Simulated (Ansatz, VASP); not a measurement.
Br in VASP and in Ansatz

Contents of INCAR:

```
SYSTEM = Br
ALGO = Normal ; EDIFF = 1E-6
ENCUT = 520 ; GGA = PE
ISIF = 2 ; ISMEAR = 0
IVDW = 12 ; LASPH = .True.
LCHARG = .False. ; LREAL = .False.
LWAVE = .False. ; NBANDS = 10
NELM = 60 ; PREC = Accurate
SIGMA = 0.15
```

KPOINTS

```
k-points
0
Gamma
  22 22 22
  0 0 0
```

The input POSCAR:

```
Br
1.0
   -1.4689911127      1.4689911127      3.6715357979
    1.4689911127     -1.4689911127      3.6715357979
    1.4689911127      1.4689911127     -3.6715357979
Br
1
Direct
    0.0000000000      0.0000000000      0.0000000000
```

Input for Ansatz:

```yaml
crystal:
  lattice:
    - [-1.4689911127, 1.4689911127, 3.6715357979]
    - [1.4689911127, -1.4689911127, 3.6715357979]
    - [1.4689911127, 1.4689911127, -3.6715357979]
  atoms:
    - { symbol: Br, position: [0.0, 0.0, 0.0] }
basis:
  ecutwfc: 420
kpoints:
  mp_grid: { grid: [22, 22, 22] }
hamiltonian:
  xc: pbe
  dispersion: d3bj
scf:
  occupations: { method: gaussian, width: 0.15 }
output:
  forces: true
  stress: true
  eigenvalues: true
```

Change from the starting cell: equal engineering shear yz, xz and xy +0.0000, equal normal strain along x, y and z +0.0333.

Alike in both runs: task single point; functional PBE; dispersion D3(BJ); k mesh 22 × 22 × 22; occupations gaussian, width 0.15 eV; no spin polarisation.

|  | VASP | Ansatz |
| --- | --- | --- |
| version | VASP 6.6.1 | Ansatz 0.2.0 |
| potentials or method | VASP PAW PBE potentials, release 64 (Br), cutoff 520 eV | scalar-relativistic, plane waves, PAW |
| valence electrons in the cell | 7 | 7 |

```csv
,VASP,Ansatz,Ansatz less VASP
gap on the k mesh at the Fermi level (eV),none,none,-
pressure (GPa),-2.8,-2.8,-0.01
"traceless stress, the component that is largest in VASP (GPa)",2.44,2.44,+0.006
```

A gap of «none» marks a metal or a gap that the smearing closes.
